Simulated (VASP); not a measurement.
# KBr (Fm-3m) in VASP: a series of runs, part 2 of 2

VASP 6.6.1.

### 3 Single point, PBEsol (strain -0.040 along x and y, -0.040 along z)

Input file INCAR:

```
SYSTEM = KBr
PREC = Accurate
ENCUT = 520
EDIFF = 1E-6
ISMEAR = 0
SIGMA = 0.05
LREAL = .FALSE.
LASPH = .TRUE.
NELM = 80
ALGO = Normal
ISIF = 2
LWAVE = .FALSE.
LCHARG = .FALSE.
GGA = PS
NBANDS = 15
```

Input file KPOINTS:

```
Automatic mesh
0
G
  6 6 6
  0 0 0
```

Input file POSCAR:

```
KBr
1.0
    0.0000000000      3.1608000000      3.1608000000
    3.1608000000      0.0000000000      3.1608000000
    3.1608000000      3.1608000000      0.0000000000
K Br
1 1
Direct
    0.0000000000      0.0000000000      0.0000000000
    0.5000000000      0.5000000000      0.5000000000
```

Potentials or basis: VASP PAW PBE potentials, release 64 (K_sv, Br).

The run is started by

```sh
$ cat potpaw_PBE.64/K_sv/POTCAR potpaw_PBE.64/Br/POTCAR > POTCAR
$ mpirun -np 1 vasp_std > vasp.out
```

Wall time 9.4 s (1 thread of Intel Xeon 6975P-C (Granite Rapids), shared host); peak memory 0.2 GiB.

Results (log left out):

| Quantity | Value |
| --- | --- |
| Free energy | -6.4134 eV |
| Pressure | 2.2 GPa |
| Band gap on the k mesh | 4.62 eV, direct |

Levels at points of the mesh, in eV from the valence-band top:
| k point | band 6 | band 7 | band 8 | band 9 | band 10 | band 11 |
| --- | --- | --- | --- | --- | --- | --- |
| (0.00, 0.00, 0.00) | 0.00 | 0.00 | 0.00 | 4.62 | 7.50 | 7.50 |
| (0.50, 0.00, 0.00) | -1.50 | -0.47 | -0.47 | 6.69 | 8.57 | 10.04 |
| (0.50, 0.50, 0.00) | -0.97 | -0.34 | -0.34 | 5.54 | 7.56 | 9.51 |

Caveat: the cell differs from its parent crystal (strain -0.040 along x and y, -0.040 along z); the PAW data sets were made with another functional, which shifts forces and pressure a little.

### 4 Single point, PBEsol (strain +0.040 along x and y, +0.040 along z)

Input file INCAR:

```
  ALGO = Normal
  EDIFF = 1E-6
  ENCUT = 520
  GGA = PS
  ISIF = 2
  ISMEAR = 0
  LASPH = True
  LCHARG = False
  LREAL = False
  LWAVE = False
  NBANDS = 15
  NELM = 60
  PREC = Accurate
  SIGMA = 0.05
```

Input file KPOINTS:

```
k-points
0
Gamma
  6 6 6
```

Input file POSCAR:

```
KBr
1.0
    0.0000000000      3.4242000000      3.4242000000
    3.4242000000      0.0000000000      3.4242000000
    3.4242000000      3.4242000000      0.0000000000
K Br
1 1
Direct
    0.0000000000      0.0000000000      0.0000000000
    0.5000000000      0.5000000000      0.5000000000
```

Potentials or basis: VASP PAW PBE potentials, release 64 (K_sv, Br).

The run is started by

```sh
$ cat potpaw_PBE.64/K_sv/POTCAR potpaw_PBE.64/Br/POTCAR > POTCAR
$ mpirun -np 1 vasp_std > vasp.out
```

OUTCAR:

```text
EDIFF = 1E-6
   ENCUT = 520
   GGA = PS
   ISIF = 2
   ISMEAR = 0
   LASPH = True
   LREAL = False
   NELM = 60
   PREC = Accurate

 ion  position               nearest neighbor table
   1  0.000  0.000  0.000-
   2  0.500  0.500  0.500-

  LATTYP: Found a face centered cubic cell.
 ALAT       =     6.8484000000

  Lattice vectors:

 A1 = (   0.0000000000,   3.4242000000,   3.4242000000)
 A2 = (   3.4242000000,   0.0000000000,   3.4242000000)
 A3 = (   3.4242000000,   3.4242000000,   0.0000000000)

Analysis of symmetry for initial positions (statically):
=====================================================================
 Subroutine PRICEL returns:
 Original cell was already a primitive cell.

 Routine SETGRP: Setting up the symmetry group for a
 face centered cubic supercell.

 Subroutine GETGRP returns: Found 48 space group operations
 (whereof 48 operations were pure point group operations)
 out of a pool of 48 trial point group operations.

The static configuration has the point symmetry O_h .

[... 161 lines left out ...]
      2     -14.4039      2.00000
      3     -13.6208      2.00000
      4     -13.6208      2.00000
      5     -13.6208      2.00000
      6      -2.2207      2.00000
      7      -2.2207      2.00000
      8      -2.2207      2.00000
      9       1.8098      0.00000
     10       5.2802      0.00000
     11       5.2802      0.00000
     12       5.2802      0.00000
     13       6.0453      0.00000
     14       6.0453      0.00000
[... 257 lines left out ...]
      2     -14.3903      2.00000
      3     -13.6706      2.00000
      4     -13.6530      2.00000
      5     -13.5701      2.00000
      6      -2.8400      2.00000
      7      -2.6166      2.00000
      8      -2.6111      2.00000
      9       4.2622      0.00000
     10       5.1743      0.00000
     11       5.6716      0.00000
     12       6.5272      0.00000
     13       7.4274      0.00000
     14       8.2075      0.00000
     15       8.5170      0.00000

------------------------ aborting loop because EDIFF is reached ----------------------------------------

  FORCE on cell =-STRESS in cart. coord.  units (eV):
  Direction    XX          YY          ZZ          XY          YZ          ZX
  --------------------------------------------------------------------------------------
  -------------------------------------------------------------------------------------
  Total       -0.7298639     -0.7298639     -0.7298639     -0.0000000     -0.0000000      0.0000000
  in kB      -14.5628074    -14.5628074    -14.5628074     -0.0000000     -0.0000000      0.0000000
  external PRESSURE =     -14.5628074 kB  Pullay stress =       0.0000000 kB

 VOLUME and BASIS-vectors are now :
 -----------------------------------------------------------------------------
  energy-cutoff  :      520.00
  volume of cell :       80.30
      direct lattice vectors                 reciprocal lattice vectors
     0.000000000  3.424200000  3.424200000    -0.146019508  0.146019508  0.146019508
     3.424200000  0.000000000  3.424200000     0.146019508 -0.146019508  0.146019508
     3.424200000  3.424200000  0.000000000     0.146019508  0.146019508 -0.146019508

 POSITION                                       TOTAL-FORCE (eV/Angst)
 -----------------------------------------------------------------------------------
      0.00000      0.00000      0.00000         0.000000     -0.000000     -0.000000
      3.42420      3.42420      3.42420         0.000000      0.000000      0.000000
 -----------------------------------------------------------------------------------
    total drift:                                0.000000      0.000000      0.000000

  FREE ENERGIE OF THE ION-ELECTRON SYSTEM (eV)
  ---------------------------------------------------
  free  energy   TOTEN  =        -6.4101637735 eV

  energy  without entropy=       -6.4101637735  energy(sigma->0) =       -6.41016377
```

Run time: 9.8 s. Hardware: 1 thread of Intel Xeon 6975P-C (Granite Rapids), shared host; peak memory 0.2 GiB.

Results:

```
Free energy            : -6.4102 eV
Pressure               : -1.5 GPa
Band gap on the k mesh : 4.03 eV, direct
```

Caveat: the cell differs from its parent crystal (strain +0.040 along x and y, +0.040 along z); the PAW data sets were made with another functional, which shifts forces and pressure a little.

### 5 Overview

```csv
cell,gap on the mesh (eV),pressure (GPa)
"a = 4.284 Å, angles 60.0°, 2 atoms",5.03,6.6
"a = 4.470 Å, angles 60.0°, 2 atoms",4.62,2.2
"a = 4.843 Å, angles 60.0°, 2 atoms",4.03,-1.5
```

Alike in all rows: task single point; level PBEsol; potentials or basis VASP PAW PBE potentials, release 64 (K_sv, Br); no spin polarisation; k mesh 6 × 6 × 6; cutoff (eV) 520; smearing gaussian 0.05 eV.

Caveats: the PAW data sets were made with another functional, which shifts forces and pressure a little.

Absolute energies hang on the potentials; compare differences alone.
